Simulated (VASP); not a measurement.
A run of VASP 6.6.1 is set up as follows.

POSCAR

```
InSe
1.0
    5.7156900280     -2.0549041827      0.0681376885
    5.7156900280      2.0549041827      0.0681376885
   -1.6365269639      0.0000000000      4.3858890897
In Se
2 2
Direct
    0.1127749645      0.1127749645      0.9565948849
    0.8872250355      0.8872250355      0.0434051151
    0.3420146324      0.3420146324      0.3560693604
    0.6579853676      0.6579853676      0.6439306396
```

Contents of INCAR.step1:

```
SYSTEM = InSe
ALGO = Normal ; EDIFF = 1E-4
ENCUT = 520 ; GGA = PE
ISMEAR = 0 ; LASPH = .TRUE.
LCHARG = .FALSE. ; LREAL = .FALSE.
LWAVE = .TRUE. ; NBANDS = 27
NELM = 60 ; PREC = Accurate
SIGMA = 0.01
```

Contents of INCAR.step2:

```
SYSTEM = InSe
ALGO = Normal ; EDIFF = 1E-6
ENCUT = 520 ; ISIF = 2
ISMEAR = 0 ; ISTART = 1
LASPH = .TRUE. ; LCHARG = .TRUE.
LELF = .TRUE. ; LMIXTAU = .TRUE.
LREAL = .FALSE. ; LVHAR = .TRUE.
LWAVE = .FALSE. ; METAGGA = R2SCAN
NBANDS = 27 ; NELM = 60
PREC = Accurate ; SIGMA = 0.01
```

File KPOINTS:

```
k-points
0
G
  6 6 6
  0 0 0
```

Potentials or basis: VASP PAW PBE potentials, release 64 (In_d, Se).

Launch:

```console
$ cat potpaw_PBE.64/In_d/POTCAR potpaw_PBE.64/Se/POTCAR > POTCAR
$ cp INCAR.step1 INCAR
$ mpirun -np 1 vasp_std > vasp.out
$ cp INCAR.step2 INCAR
$ mpirun -np 1 vasp_std > vasp.out
```

Task: Estimate the largest force.

Result: 0.014 eV/Å.

Task: Estimate the pressure.

Result: 2.8 GPa.

Task: Predict the band gap on the k mesh.

Result: 1.20 eV (least direct gap 1.51 eV).

Stress tensor (GPa, compression positive):
```
4.43 0.00 0.02
0.00 1.93 0.00
0.02 0.00 1.96
```

Caveat: the cell differs from its parent crystal (uniaxial x strain -2.8%); the PAW data sets were made with another functional, which shifts forces and pressure a little; spin-orbit coupling is left out, which moves the levels of the heavy elements. A k mesh can miss the band edges.
